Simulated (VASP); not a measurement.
# Nb (Fm-3m) in VASP: a series of runs

Nb is run at these levels: r2SCAN; tasks: single point.

All numbers are computed with VASP 6.6.1; they aren't measurements. Logs are shortened: lines on timing, memory, paths and dates and some standing lists are left out, and cuts for length are marked.

## 1. The cell of the first run

It takes space group Fm-3m (No. 225, cubic). Conventional cell: a = 4.295 Å, b = 4.295 Å, c = 4.295 Å, α = 90.00°, β = 90.00°, γ = 90.00°. Within 4.0 Å of Nb (site symmetry m-3m) lie 12 Nb at 3.04 Å.

## 2. Single point, r2SCAN (volume scaled by 1.06)

POSCAR

```
Nb
1.0
    0.0000000000      2.1477355997      2.1477355997
    2.1477355997      0.0000000000      2.1477355997
    2.1477355997      2.1477355997      0.0000000000
Nb
1
Direct
    0.0000000000      0.0000000000      0.0000000000
```

INCAR.step1

```
ALGO = Normal
EDIFF = 1E-4
ENCUT = 520
GGA = PE
ISMEAR = 0
LASPH = T
LCHARG = F
LREAL = F
LWAVE = T
NBANDS = 12
NELM = 60
PREC = Accurate
SIGMA = 0.1
```

INCAR.step2

```
ALGO = Normal
EDIFF = 1E-6
ENCUT = 520
ISIF = 2
ISMEAR = 0
ISTART = 1
LASPH = T
LCHARG = T
LELF = T
LMIXTAU = T
LREAL = F
LVHAR = T
LWAVE = F
METAGGA = R2SCAN
NBANDS = 12
NELM = 60
PREC = Accurate
SIGMA = 0.1
```

KPOINTS

```
k-points
0
Gamma
  18 18 18
```

Potentials or basis: VASP PAW PBE potentials, release 64 (Nb_sv).

The run is started by

```sh
$ cat potpaw_PBE.64/Nb_sv/POTCAR > POTCAR
$ cp INCAR.step1 INCAR
$ mpirun -np 1 vasp_std > vasp.out
$ cp INCAR.step2 INCAR
$ mpirun -np 1 vasp_std > vasp.out
```

OUTCAR:

```text
EDIFF = 1E-6
   ENCUT = 520
   ISIF = 2
   ISMEAR = 0
   ISTART = 1
   LASPH = T
   LREAL = F
   METAGGA = R2SCAN
   NELM = 60
   PREC = Accurate

 ion  position               nearest neighbor table
   1  0.000  0.000  0.000-

  LATTYP: Found a face centered cubic cell.
 ALAT       =     4.2954711994

  Lattice vectors:

 A1 = (   0.0000000000,   2.1477355997,   2.1477355997)
 A2 = (   2.1477355997,   0.0000000000,   2.1477355997)
 A3 = (   2.1477355997,   2.1477355997,   0.0000000000)

Analysis of symmetry for initial positions (statically):
=====================================================================
 Subroutine PRICEL returns:
 Original cell was already a primitive cell.

 Routine SETGRP: Setting up the symmetry group for a
 face centered cubic supercell.

 Subroutine GETGRP returns: Found 48 space group operations
 (whereof 48 operations were pure point group operations)
 out of a pool of 48 trial point group operations.

The static configuration has the point symmetry O_h .

Analysis of symmetry for dynamics (positions and initial velocities):
=====================================================================
 Subroutine PRICEL returns:
 Original cell was already a primitive cell.

 Routine SETGRP: Setting up the symmetry group for a
 face centered cubic supercell.

 Subroutine GETGRP returns: Found 48 space group operations
 (whereof 48 operations were pure point group operations)
 out of a pool of 48 trial point group operations.

The dynamic configuration has the point symmetry O_h .

 Subroutine INISYM returns: Found 48 space group operations
 (whereof 48 operations are pure point group operations),
 and found     1 'primitive' translations

----------------------------------------------------------------------------------------

                                     Primitive cell

  volume of cell :      19.8140

  direct lattice vectors                    reciprocal lattice vectors
     0.000000000  2.147735600  2.147735600    -0.232803330  0.232803330  0.232803330
     2.147735600  0.000000000  2.147735600     0.232803330 -0.232803330  0.232803330
     2.147735600  2.147735600  0.000000000     0.232803330  0.232803330 -0.232803330

  length of vectors
     3.037356813  3.037356813  3.037356813     0.403227196  0.403227196  0.403227196

  position of ions in fractional coordinates (direct lattice)
     0.000000000  0.000000000  0.000000000

  ion indices of the primitive-cell ions
   primitive index   ion index
                 1           1

----------------------------------------------------------------------------------------

 KPOINTS: k-points

Automatic generation of k-mesh.
 Grid dimensions read from file:
 generate k-points for:   18   18   18

 Generating k-lattice:

  Cartesian coordinates                     Fractional coordinates (reciprocal lattice)
    -0.012933518  0.012933518  0.012933518     0.055555556  0.000000000  0.000000000
     0.012933518 -0.012933518  0.012933518     0.000000000  0.055555556  0.000000000
     0.012933518  0.012933518 -0.012933518     0.000000000  0.000000000  0.055555556

  Length of vectors
     0.022401511  0.022401511  0.022401511

  Shift w.r.t. Gamma in fractional coordinates (k-lattice)
     0.000000000  0.000000000  0.000000000

 Subroutine IBZKPT returns following result:
 ===========================================

 Found    195 irreducible k-points:

 Following reciprocal coordinates:
            Coordinates               Weight
  0.000000  0.000000  0.000000      1.000000
  0.055556  0.000000  0.000000      8.000000
  0.111111  0.000000  0.000000      8.000000
  0.166667  0.000000  0.000000      8.000000
  0.222222  0.000000  0.000000      8.000000
  0.277778  0.000000  0.000000      8.000000
[... 16 lines left out ...]
 -0.277778  0.055556  0.000000     24.000000
 -0.222222  0.055556  0.000000     24.000000
 [... further k-points ...]
   k-points           NKPTS =    195   k-points in BZ     NKDIM =    195   number of bands    NBANDS=     12
   number of dos      NEDOS =    301   number of ions     NIONS =      1
   total plane-waves  NPLWV =  13824
   dimension x,y,z NGX =    24 NGY =   24 NGZ =   24
   dimension x,y,z NGXF=    48 NGYF=   48 NGZF=   48
   ions per type =               1
   NGX,Y,Z   is equivalent  to a cutoff of  13.14, 13.14, 13.14 a.u.
   NGXF,Y,Z  is equivalent  to a cutoff of  26.27, 26.27, 26.27 a.u.
 SYSTEM =  unknown system
   PREC   = accura    normal or accurate (medium, high low for compatibility)
   ISTART =      1    job   : 0-new  1-cont  2-samecut
   ICHARG =      0    charge: 1-file 2-atom 10-const
   ISPIN  =      1    spin polarized calculation?
   LNONCOLLINEAR =      F non collinear calculations
   LSORBIT =      F    spin-orbit coupling
   LASPH  =      T    aspherical Exc in radial PAW
   ENCUT  =  520.0 eV  38.22 Ry    6.18 a.u.   5.65  5.65  5.65*2*pi/ulx,y,z
   NELM   =     60;   NELMIN=  2; NELMDL=  0     # of ELM steps
   EDIFF  = 0.1E-05   stopping-criterion for ELM
   LREAL  =      F    real-space projection
   EDIFFG = 0.1E-04   stopping-criterion for IOM
   NSW    =      0    number of steps for IOM
   IBRION =     -1    ionic relax: 0-MD 1-quasi-New 2-CG
   NFREE  =      0    steps in history (QN), initial steepest desc. (CG)
   ISIF   =      2    stress and relaxation
   ISYM   =      2    0-nonsym 1-usesym 2-fastsym
   POTIM  = 0.5000    time-step for ionic-motion
   TEBEG  =    0.0;   TEEND  =   0.0 temperature during run
   PSTRESS=    0.0 pullay stress
   NELECT =      13.0000    total number of electrons
   NUPDOWN=      -1.0000    fix difference up-down
   EMIN   =  10.00;   EMAX   =-10.00  energy-range for DOS
   EFERMI =   0.00;   METHOD = LEGACY
   ISMEAR =     0;   SIGMA  =   0.10  broadening in eV -4-tet -1-fermi 0-gaus
   EFERMI_NEDOS =   21; number of points for ismear=-14 and -15
   IALGO  =     38    algorithm
   IMIX   =      4    mixing-type and parameters
     AMIX     =   0.40;   BMIX     =  1.00
     AMIX_MAG =   1.60;   BMIX_MAG =  1.00
  volume/ion in A,a.u.               =      19.81       133.71
  Fermi-wavevector in a.u.,A,eV,Ry     =   1.422542  2.688215 27.533104  2.023626
  Thomas-Fermi vector in A             =   2.543235
   LORBIT       =      0    0 simple, 1 ext, 2 COOP (PROOUT), +10 PAW based schemes
   METAGGA = R2SCAN    functional components
   LHFCALC =     F    Hartree Fock is set to
   AEXX    =    0.0000 exact exchange contribution
   IVDW    =     0    specifies the selected vdW correction
   LEPSILON=     F    determine dielectric tensor
   LRPA    =     F    only Hartree local field effects (RPA)
 non-spin polarized calculation
 Gauss-broadening in eV      SIGMA  =   0.10
  energy-cutoff  :      520.00
  volume of cell :       19.81
 maximum number of plane-waves:       547
   NGX = 11   NGY = 11   NGZ = 11

 number of electron      12.9999999 magnetization

 Free energy of the ion-electron system (eV)
  ---------------------------------------------------
  ext. energy  EPLUGINS =         0.00000000
  ---------------------------------------------------
  free energy    TOTEN  =       -24.48246346 eV

  energy without entropy =      -24.47578921  energy(sigma->0) =      -24.47912634

 E-fermi :  10.2191     XC(G=0): -13.0757

 val. band max:       10.1912065367   @ k =  -0.4444   0.2778   0.0000
 cond. band min:      10.2218638268   @ k =   0.5000   0.1667   0.0556
 fundamental gap:      0.0306572901
 Fermi energy:        10.2191187700

 k-point     1 :       0.0000    0.0000    0.0000
  band No.  band energies     occupation
      1     -46.4865      2.00000
      2     -21.2149      2.00000
      3     -21.2149      2.00000
      4     -21.2149      2.00000
      5       3.7513      2.00000
      6      10.3877      0.01711
      7      10.3877      0.01711
      8      10.3877      0.01711
      9      13.0201      0.00000
     10      13.0201      0.00000
     11      22.4044      0.00000
     12      27.3964      0.00000

 k-point     2 :       0.0556    0.0000    0.0000
  band No.  band energies     occupation
      1     -46.4815      2.00000
      2     -21.2489      2.00000
      3     -21.2191      2.00000
      4     -21.2191      2.00000
      5       3.8652      2.00000
      6      10.2954      0.28055
      7      10.4399      0.00180
      8      10.4399      0.00180
      9      12.9741      0.00000
     10      12.9741      0.00000
     11      22.6341      0.00000
     12      26.8422      0.00000

 k-point     3 :       0.1111    0.0000    0.0000
  band No.  band energies     occupation
      1     -46.4670      2.00000
      2     -21.3462      2.00000
      3     -21.2313      2.00000
      4     -21.2313      2.00000
      5       4.1945      2.00000
      6      10.0557      1.97914
      7      10.5770      0.00000
      8      10.5770      0.00000
      9      12.8686      0.00000
     10      12.8686      0.00000
     11      23.2566      0.00000
     12      25.7568      0.00000
[... 286 lines left out ...]
 k-point    23 :      -0.2778    0.0556    0.0000
  band No.  band energies     occupation
      1     -46.3753      2.00000
      2     -21.9119      2.00000
      3     -21.3406      2.00000
      4     -21.2937      2.00000
      5       6.0891      2.00000
      6       9.5081      2.00000
      7      10.6097      0.00000
      8      10.7564      0.00000
      9      13.0232      0.00000
     10      13.8699      0.00000
     11      22.3675      0.00000
     12      25.2141      0.00000

 k-point    24 :      -0.2222    0.0556    0.0000
  band No.  band energies     occupation
      1     -46.4042      2.00000
      2     -21.7350      2.00000
      3     -21.3158      2.00000
      4     -21.2692      2.00000
      5       5.5832      2.00000
      6       9.4216      2.00000
      7      10.7541      0.00000
      8      10.8777      0.00000
      9      12.6047      0.00000
     10      13.4128      0.00000
     11      23.1943      0.00000
     12      25.4764      0.00000

 [... further k-points ...]
[... 5 lines left out ...]
  --------------------------------------------------------------------------------------
  -------------------------------------------------------------------------------------
  Total       -1.1155819     -1.1155819     -1.1155819     -0.0000000      0.0000000     -0.0000000
  in kB      -90.2068688    -90.2068688    -90.2068688     -0.0000000      0.0000000     -0.0000000
  external PRESSURE =     -90.2068688 kB  Pullay stress =       0.0000000 kB

 VOLUME and BASIS-vectors are now :
 -----------------------------------------------------------------------------
  energy-cutoff  :      520.00
  volume of cell :       19.81
      direct lattice vectors                 reciprocal lattice vectors
     0.000000000  2.147735600  2.147735600    -0.232803330  0.232803330  0.232803330
     2.147735600  0.000000000  2.147735600     0.232803330 -0.232803330  0.232803330
     2.147735600  2.147735600  0.000000000     0.232803330  0.232803330 -0.232803330

 POSITION                                       TOTAL-FORCE (eV/Angst)
 -----------------------------------------------------------------------------------
      0.00000      0.00000      0.00000         0.000000     -0.000000      0.000000
 -----------------------------------------------------------------------------------
    total drift:                                0.000000      0.000000      0.000000

  FREE ENERGIE OF THE ION-ELECTRON SYSTEM (eV)
  ---------------------------------------------------
  free  energy   TOTEN  =       -24.4824634614 eV

  energy  without entropy=      -24.4757892145  energy(sigma->0) =      -24.47912634
```

Run time: 41 s. Hardware: 1 thread of Intel Xeon 6975P-C (Granite Rapids), shared host; peak memory 0.18 GiB.

What came out:

| Quantity | Value |
| --- | --- |
| Free energy | -24.4825 eV |
| Pressure | -9.0 GPa |

Levels at points of the mesh, in eV from the Fermi level:
| k point | band 4 | band 5 | band 6 | band 7 | band 8 | band 9 |
| --- | --- | --- | --- | --- | --- | --- |
| (0.00, 0.00, 0.00) | -31.43 | -6.47 | 0.17 | 0.17 | 0.17 | 2.80 |
| (0.50, 0.00, 0.00) | -31.57 | -3.85 | 0.06 | 0.06 | 1.06 | 4.59 |
| (0.50, 0.50, 0.00) | -31.81 | -3.93 | -3.25 | 3.32 | 4.64 | 5.06 |

Caveat: the PAW data sets were made with another functional, which shifts forces and pressure a little.

(Part 1 of 2 ends here.)
